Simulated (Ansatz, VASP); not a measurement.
**One calculation of Ge, two programs**

File POSCAR:

```
Ge
1.0
    4.0375913633      0.0000000000      0.0000000000
   -2.0187956816      3.4966566907      0.0000000000
    0.0000000000      0.0000000000      6.6587477105
Ge
4
Direct
    0.3333333333      0.6666666667      0.0003305854
    0.6666666667      0.3333333333      0.5003305854
    0.3333333333      0.6666666667      0.3746694146
    0.6666666667      0.3333333333      0.8746694146
```

File INCAR.step1:

```
  PREC = Accurate
  ENCUT = 520
  ISMEAR = -1
  SIGMA = 0.02
  LREAL = False
  LASPH = True
  NELM = 100
  NBANDS = 36
  GGA = PE
  ALGO = Normal
  EDIFF = 1E-4
  LWAVE = True
  LCHARG = False
```

INCAR.step2

```
  PREC = Accurate
  ENCUT = 520
  EDIFF = 1E-6
  ISMEAR = -1
  SIGMA = 0.02
  LREAL = False
  LASPH = True
  NELM = 100
  ALGO = Normal
  ISIF = 2
  LWAVE = False
  LCHARG = True
  METAGGA = R2SCAN
  LMIXTAU = True
  LELF = True
  LVHAR = True
  NBANDS = 36
  ISTART = 1
```

KPOINTS

```
regular mesh
0
Gamma
  12 12 4
```

Input for Ansatz:

```yaml
crystal:
  lattice:
    - [4.0375913633, 0.0, 0.0]
    - [-2.0187956816, 3.4966566907, 0.0]
    - [0.0, 0.0, 6.6587477105]
  atoms:
    - { symbol: Ge, position: [0.3333333333, 0.6666666667, 0.0003305854] }
    - { symbol: Ge, position: [0.6666666667, 0.3333333333, 0.5003305854] }
    - { symbol: Ge, position: [0.3333333333, 0.6666666667, 0.3746694146] }
    - { symbol: Ge, position: [0.6666666667, 0.3333333333, 0.8746694146] }
kpoints:
  mp_grid: { grid: [12, 12, 4] }
  band_path:
    path:
      - [0.0, 0.0, 0.0]
      - [0.5, 0.0, 0.0]
      - [0.3333333333, 0.3333333333, 0.0]
      - [0.0, 0.0, 0.5]
      - [0.5, 0.0, 0.5]
      - [0.3333333333, 0.3333333333, 0.5]
      - [0.0, 0.0, -0.034993]
      - [0.0, 0.0, 0.171875]
    npoints: 1
hamiltonian:
  xc: r2scan
scf:
  occupations: { method: fermi_dirac, width: 0.02 }
  n_extra_bands: 5
output:
  forces: true
  stress: true
  eigenvalues: true
```

Change from the starting cell: hydrostatic strain +1.0%.

Alike in both runs: task single point; functional r2SCAN; k mesh 12 × 12 × 4; occupations fermi-dirac, width 0.02 eV; no spin polarisation.

|  | VASP | Ansatz |
| --- | --- | --- |
| version | VASP 6.6.1 | Ansatz 0.2.0 |
| potentials or method | VASP PAW PBE potentials, release 64 (Ge_d) | plane waves, PAW |
| plane-wave cutoff (eV) | 520 | 500 |
| valence electrons in the cell | 56 | 56 |

VASP gave:

```
pressure (GPa)                                                : -1.9
traceless stress, the component that is largest in VASP (GPa) : 0.10
```

Problem. Estimate Ansatz's values.

Solution. Pressure (GPa): -1.9; traceless stress, the component that is largest in VASP (GPa): 0.12.

VASP's potentials were made for PBE, not for r2SCAN.
